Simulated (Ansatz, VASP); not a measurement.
**F in VASP and in Ansatz**

```
F
1.0
     3.01000   -1.78866    0.18368
     3.01000    1.78866    0.18368
    -1.19507    0.00000    6.68170
F
4
Direct
  0.92110 0.58585 0.09400
  0.41415 0.07890 0.40600
  0.07890 0.41415 0.90600
  0.58585 0.92110 0.59400
```

Alike in both runs: task relaxation of cell and atoms; functional PBEsol; k mesh 8 × 8 × 4; occupations gaussian, width 0.02 eV; no spin polarisation.

|  | VASP | Ansatz |
| --- | --- | --- |
| version | VASP 6.6.1 | Ansatz 0.2.0 |
| potentials or method | VASP PAW PBE potentials, release 64 (F), cutoff 600 eV | scalar-relativistic, plane waves, PAW |
| valence electrons in the cell | 28 | 28 |

```csv
,VASP,Ansatz,Ansatz less VASP
"gap on the k mesh at the Fermi level, each at its own relaxed structure (eV)",2.78,3.17,+0.383
relaxed volume (Å³/atom),14.92,18.18,+3.259
relaxed cell length with the largest relative difference (Å),3.233,3.506,+0.2733
```

VASP's potentials were made for PBE, not for PBEsol. One of these differences is far larger than is usual between the two programs; its cause wasn't traced.

Noted on VASP's run: the volume moved by over 15 % at a fixed basis, so the end points are rough.
